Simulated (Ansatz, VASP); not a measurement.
## Two plane-wave programs on Ba

```xyz
1
Lattice="4.3116 0.0000 0.0000 -2.1558 3.3606 0.0000 0.0000 0.0000 3.9134" Properties=species:S:1:pos:R:3 pbc="T T T"
Ba    0.0000    0.0000    0.0000
```

Change from the starting cell: strain -0.1000 x Voigt [0, 1, 0, 0, 0, 0], atoms carried along.

Alike in both runs: task single point; functional LDA; k mesh 15 × 15 × 12; occupations gaussian, width 0.15 eV; no spin polarisation.

|  | VASP | Ansatz |
| --- | --- | --- |
| version | VASP 6.6.1 | Ansatz 0.2.0 |
| potentials or method | VASP PAW LDA potentials, release 64 (Ba_sv), cutoff 520 eV | scalar-relativistic, plane waves, PAW |
| valence electrons in the cell | 10 | 10 |

|  | VASP | Ansatz | Ansatz less VASP |
| --- | --- | --- | --- |
| gap on the k mesh at the Fermi level (eV) | none | none | - |
| pressure (GPa) | -0.6 | -0.7 | -0.10 |
| traceless stress, the component that is largest in VASP (GPa) | 1.09 | 1.10 | +0.007 |

LDA's correlation is that of Perdew and Zunger in VASP and of Perdew and Wang (1992) in Ansatz. A gap of «none» marks a metal or a gap that the smearing closes.

Neither program's run includes spin-orbit coupling.
